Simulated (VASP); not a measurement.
# RuS2 (Pa-3) in VASP: single point with r2SCAN

Aim: the single point of RuS2 with r2SCAN.

Program: VASP 6.6.1. These are calculated values, not measurements. Logs are shortened: lines on timing, memory, paths and dates and some standing lists are left out, and cuts for length are marked.

## Step 1: The cell of the first run

The structure is cubic, space group Pa-3 (No. 205). Conventional cell: a = 5.692 Å, b = 5.692 Å, c = 5.692 Å, α = 90.00°, β = 90.00°, γ = 90.00°. Ru (site symmetry -3) has 6 S at 2.39 Å within 3.2 Å. Within 2.9 Å of S (site symmetry 3) lie 1 S at 2.20 Å and 3 Ru at 2.39 Å.

## Step 2: Single point, r2SCAN

The input, POSCAR:

```
RuS2
1.0
    5.6923150000      0.0000000000      0.0000000000
    0.0000000000      5.6923150000      0.0000000000
    0.0000000000      0.0000000000      5.6923150000
Ru S
4 8
Direct
    0.0000000000      0.0000000000      0.0000000000
    0.5000000000      0.0000000000      0.5000000000
    0.5000000000      0.5000000000      0.0000000000
    0.0000000000      0.5000000000      0.5000000000
    0.3883100000      0.3883100000      0.3883100000
    0.1116900000      0.6116900000      0.8883100000
    0.8883100000      0.1116900000      0.6116900000
    0.6116900000      0.8883100000      0.1116900000
    0.6116900000      0.6116900000      0.6116900000
    0.8883100000      0.3883100000      0.1116900000
    0.1116900000      0.8883100000      0.3883100000
    0.3883100000      0.1116900000      0.8883100000
```

The input, INCAR.step1:

```
SYSTEM = RuS2
ALGO = Normal ; EDIFF = 1E-4
ENCUT = 520 ; GGA = PE
ISMEAR = -1 ; LASPH = .True.
LCHARG = .False. ; LREAL = .False.
LWAVE = .True. ; NBANDS = 64
NELM = 60 ; PREC = Accurate
SIGMA = 0.0157
```

The input, INCAR.step2:

```
SYSTEM = RuS2
ALGO = Normal ; EDIFF = 1E-6
ENCUT = 520 ; ISIF = 2
ISMEAR = -1 ; ISTART = 1
LASPH = .True. ; LCHARG = .True.
LELF = .True. ; LMIXTAU = .True.
LREAL = .False. ; LVHAR = .True.
LWAVE = .False. ; METAGGA = R2SCAN
NBANDS = 64 ; NELM = 60
PREC = Accurate ; SIGMA = 0.0157
```

The input, KPOINTS:

```
k-points
0
Gamma
  5 5 5
  0 0 0
```

Potentials or basis: VASP PAW PBE potentials, release 64 (Ru_pv, S).

On the command line:

```bash
$ cat potpaw_PBE.64/Ru_pv/POTCAR potpaw_PBE.64/S/POTCAR > POTCAR
$ cp INCAR.step1 INCAR
$ mpirun -np 1 vasp_std > vasp.out
$ cp INCAR.step2 INCAR
$ mpirun -np 1 vasp_std > vasp.out
```

OUTCAR:

```text
SYSTEM = RuS2
   EDIFF = 1E-6
   ENCUT = 520
   ISIF = 2
   ISMEAR = -1
   ISTART = 1
   LASPH = .True.
   LREAL = .False.
   METAGGA = R2SCAN
   NELM = 60
   PREC = Accurate

 ion  position               nearest neighbor table
   1  0.000  0.000  0.000-   6 2.39   7 2.39   8 2.39  10 2.39  11 2.39  12 2.39
   2  0.500  0.000  0.500-   5 2.39   7 2.39   8 2.39   9 2.39  11 2.39  12 2.39
   3  0.500  0.500  0.000-   5 2.39   6 2.39   8 2.39   9 2.39  10 2.39  12 2.39
   4  0.000  0.500  0.500-   5 2.39   6 2.39   7 2.39   9 2.39  10 2.39  11 2.39
   5  0.388  0.388  0.388-   9 2.20   3 2.39   4 2.39   2 2.39
   6  0.112  0.612  0.888-  10 2.20   3 2.39   4 2.39   1 2.39
   7  0.888  0.112  0.612-  11 2.20   2 2.39   4 2.39   1 2.39
   8  0.612  0.888  0.112-  12 2.20   2 2.39   3 2.39   1 2.39
   9  0.612  0.612  0.612-   5 2.20   3 2.39   4 2.39   2 2.39
  10  0.888  0.388  0.112-   6 2.20   3 2.39   4 2.39   1 2.39
  11  0.112  0.888  0.388-   7 2.20   2 2.39   4 2.39   1 2.39
  12  0.388  0.112  0.888-   8 2.20   2 2.39   3 2.39   1 2.39

  LATTYP: Found a simple cubic cell.
 ALAT       =     5.6923150000

  Lattice vectors:

 A1 = (   5.6923150000,   0.0000000000,   0.0000000000)
 A2 = (   0.0000000000,   5.6923150000,   0.0000000000)
 A3 = (   0.0000000000,   0.0000000000,   5.6923150000)

Analysis of symmetry for initial positions (statically):
=====================================================================
 Subroutine PRICEL returns:
 Original cell was already a primitive cell.

 Routine SETGRP: Setting up the symmetry group for a
 simple cubic supercell.

 Subroutine GETGRP returns: Found 24 space group operations
 (whereof  6 operations were pure point group operations)
 out of a pool of 48 trial point group operations.

The static configuration has the point symmetry S_6 .
 The point group associated with its full space group is T_h .

Analysis of symmetry for dynamics (positions and initial velocities):
=====================================================================
 Subroutine PRICEL returns:
 Original cell was already a primitive cell.

 Routine SETGRP: Setting up the symmetry group for a
 simple cubic supercell.

 Subroutine GETGRP returns: Found 24 space group operations
 (whereof  6 operations were pure point group operations)
 out of a pool of 48 trial point group operations.

The dynamic configuration has the point symmetry S_6 .
 The point group associated with its full space group is T_h .
[... 115 lines left out ...]
   PSTRESS=    0.0 pullay stress
   NELECT =     104.0000    total number of electrons
   NUPDOWN=      -1.0000    fix difference up-down
   EMIN   =  10.00;   EMAX   =-10.00  energy-range for DOS
   EFERMI =   0.00;   METHOD = LEGACY
   ISMEAR =    -1;   SIGMA  =   0.02  broadening in eV -4-tet -1-fermi 0-gaus
   EFERMI_NEDOS =   21; number of points for ismear=-14 and -15
   IALGO  =     38    algorithm
   IMIX   =      4    mixing-type and parameters
     AMIX     =   0.40;   BMIX     =  1.00
     AMIX_MAG =   1.60;   BMIX_MAG =  1.00
  volume/ion in A,a.u.               =      15.37       103.72
  Fermi-wavevector in a.u.,A,eV,Ry     =   1.352478  2.555814 24.887749  1.829198
  Thomas-Fermi vector in A             =   2.479814
   LORBIT       =      0    0 simple, 1 ext, 2 COOP (PROOUT), +10 PAW based schemes
   METAGGA = R2SCAN    functional components
   LHFCALC =     F    Hartree Fock is set to
   AEXX    =    0.0000 exact exchange contribution
   IVDW    =     0    specifies the selected vdW correction
   LEPSILON=     F    determine dielectric tensor
   LRPA    =     F    only Hartree local field effects (RPA)
 non-spin polarized calculation
  energy-cutoff  :      520.00
  volume of cell :      184.44
 maximum number of plane-waves:      4981
 NGX is ok and might be reduce to    42
   NGX = 21   NGY = 21   NGZ = 21

 number of electron     104.0000045 magnetization

 Free energy of the ion-electron system (eV)
  ---------------------------------------------------
  ext. energy  EPLUGINS =         0.00000000
  ---------------------------------------------------
  free energy    TOTEN  =      -174.10529187 eV

  energy without entropy =     -174.10529187  energy(sigma->0) =     -174.10529187

 E-fermi :   8.5615     XC(G=0): -12.4545

 val. band max:        8.2126275790   @ k =   0.4000   0.0000   0.0000
 cond. band min:       9.1544163866   @ k =   0.0000   0.0000   0.0000
 fundamental gap:      0.9417888076
 Fermi energy:         8.5615297978

 k-point     1 :       0.0000    0.0000    0.0000
  band No.  band energies     occupation
      1     -34.9527      2.00000
      2     -34.9527      2.00000
      3     -34.9527      2.00000
      4     -34.9438      2.00000
      5     -34.9438      2.00000
      6     -34.9411      2.00000
[... 726 lines left out ...]
     63      12.0848      0.00000
     64      12.0848      0.00000

------------------------ aborting loop because EDIFF is reached ----------------------------------------

  FORCE on cell =-STRESS in cart. coord.  units (eV):
  Direction    XX          YY          ZZ          XY          YZ          ZX
  --------------------------------------------------------------------------------------
  -------------------------------------------------------------------------------------
  Total       -6.3529946     -6.3529946     -6.3529946      0.0000000      0.0000000     -0.0000000
  in kB      -55.1851582    -55.1851582    -55.1851582      0.0000000      0.0000000     -0.0000000
  external PRESSURE =     -55.1851582 kB  Pullay stress =       0.0000000 kB

 VOLUME and BASIS-vectors are now :
 -----------------------------------------------------------------------------
  energy-cutoff  :      520.00
  volume of cell :      184.44
      direct lattice vectors                 reciprocal lattice vectors
     5.692315000  0.000000000  0.000000000     0.175675450  0.000000000  0.000000000
     0.000000000  5.692315000  0.000000000     0.000000000  0.175675450  0.000000000
     0.000000000  0.000000000  5.692315000     0.000000000  0.000000000  0.175675450

 POSITION                                       TOTAL-FORCE (eV/Angst)
 -----------------------------------------------------------------------------------
      0.00000      0.00000      0.00000         0.000000      0.000000     -0.000000
      2.84616      0.00000      2.84616         0.000000      0.000000     -0.000000
      2.84616      2.84616      0.00000         0.000000      0.000000     -0.000000
      0.00000      2.84616      2.84616         0.000000      0.000000     -0.000000
      2.21038      2.21038      2.21038        -0.003127     -0.003127     -0.003127
      0.63577      3.48193      5.05654         0.003127      0.003127     -0.003127
      5.05654      0.63577      3.48193        -0.003127      0.003127      0.003127
      3.48193      5.05654      0.63577         0.003127     -0.003127      0.003127
      3.48193      3.48193      3.48193         0.003127      0.003127      0.003127
      5.05654      2.21038      0.63577        -0.003127     -0.003127      0.003127
      0.63577      5.05654      2.21038         0.003127     -0.003127     -0.003127
      2.21038      0.63577      5.05654        -0.003127      0.003127     -0.003127
 -----------------------------------------------------------------------------------
    total drift:                                0.000000     -0.000000     -0.000000

  FREE ENERGIE OF THE ION-ELECTRON SYSTEM (eV)
  ---------------------------------------------------
  free  energy   TOTEN  =      -174.1052918718 eV

  energy  without entropy=     -174.1052918717  energy(sigma->0) =     -174.10529187
```

OSZICAR.step1:

```text
N       E                     dE             d eps       ncg     rms          rms(c)
DAV:   1     0.991819504009E+03    0.99182E+03   -0.56064E+04  1536   0.158E+03
DAV:   2    -0.547044671341E+01   -0.99729E+03   -0.96479E+03  1552   0.420E+02
DAV:   3    -0.762574304973E+02   -0.70787E+02   -0.68958E+02  1768   0.100E+02
DAV:   4    -0.783469897814E+02   -0.20896E+01   -0.20683E+01  1624   0.167E+01
DAV:   5    -0.783917715026E+02   -0.44782E-01   -0.44758E-01  1728   0.262E+00    0.345E+01
DAV:   6    -0.773346582605E+02    0.10571E+01   -0.11948E+01  1504   0.185E+01    0.153E+01
DAV:   7    -0.768324672792E+02    0.50219E+00   -0.53470E+00  1504   0.135E+01    0.124E+01
DAV:   8    -0.765400930685E+02    0.29237E+00   -0.10464E+00  1448   0.583E+00    0.818E-01
DAV:   9    -0.765358172573E+02    0.42758E-02   -0.68024E-02  1592   0.104E+00    0.420E-01
DAV:  10    -0.765357370865E+02    0.80171E-04   -0.70627E-03  1544   0.401E-01    0.202E-01
DAV:  11    -0.765358058601E+02   -0.68774E-04   -0.11485E-03  1488   0.159E-01    0.670E-02
DAV:  12    -0.765358502562E+02   -0.44396E-04   -0.32822E-04  1088   0.972E-02
   1 F= -.76535850E+02 E0= -.76535850E+02  d E =-.145547E-11
```

Run time: 4.3 min. Hardware: 1 thread of Intel Xeon Platinum 8488C (Sapphire Rapids), shared host; peak memory 0.33 GiB.

What came out:

```
Free energy            : -174.1053 eV
Pressure               : -5.5 GPa
Largest force          : 0.005 eV/Å
Band gap on the k mesh : 0.94 eV (least direct gap 1.17 eV)
```

Forces in eV/Å, atoms in the order of the input:
```
Ru   0.000  0.000  0.000
Ru   0.000  0.000  0.000
Ru   0.000  0.000  0.000
Ru   0.000  0.000  0.000
S   -0.003 -0.003 -0.003
S    0.003  0.003 -0.003
S   -0.003  0.003  0.003
S    0.003 -0.003  0.003
S    0.003  0.003  0.003
S   -0.003 -0.003  0.003
S    0.003 -0.003 -0.003
S   -0.003  0.003 -0.003
```

Levels at points of the mesh, in eV from the valence-band top:
| k point | band 49 | band 50 | band 51 | band 52 | band 53 | band 54 | band 55 | band 56 |
| --- | --- | --- | --- | --- | --- | --- | --- | --- |
| (0.00, 0.00, 0.00) | -0.49 | -0.49 | -0.49 | -0.23 | 0.94 | 2.68 | 2.68 | 2.68 |

Caveat: the cell stands under tension; the PAW data sets were made with another functional, which shifts forces and pressure a little; an odd mesh through Γ misses points on the zone boundary, where band edges can lie. r2SCAN opens gaps a little over a GGA but as a rule still falls short of measured ones.
